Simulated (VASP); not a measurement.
SnO2:

```
Sn O
1.0
     4.76058    0.00000    0.00000
     0.00000    4.76058    0.00000
     0.00000    0.00000    3.20008
Sn O
2 4
Cartesian
  0.0000 0.0000 0.0000
  2.3803 2.3803 1.6000
  1.4562 1.4562 0.0000
  0.9241 3.8364 1.6000
  3.8364 0.9241 1.6000
  3.3044 3.3044 0.0000
```

Base run:

```yaml
Program: VASP 6.6.1
Functional: r2SCAN
Potentials_or_basis: VASP PAW PBE potentials, release 64 (Sn_d, O)
Cutoff: 520 eV
k_mesh: 6 × 6 × 8
Occupations: gaussian, width 0.01 eV
Spin: no spin polarisation
```

Its results: band gap on the k mesh 1.79 eV, direct; pressure 1.1 GPa; largest force 0.024 eV/Å.

Task: The run is repeated on the same cell with these changes: functional from r2SCAN to LDA; potentials or basis from VASP PAW PBE potentials, release 64 (Sn_d, O) to VASP PAW LDA potentials, release 64 (Sn_d, O). What comes out?

Result: Band gap on the k mesh 0.98 eV, direct; pressure -2.8 GPa; largest force 0.055 eV/Å.

Caveats: spin-orbit coupling is left out, which moves the levels of the heavy elements; the PAW data sets were made with another functional, which shifts forces and pressure a little (some runs).

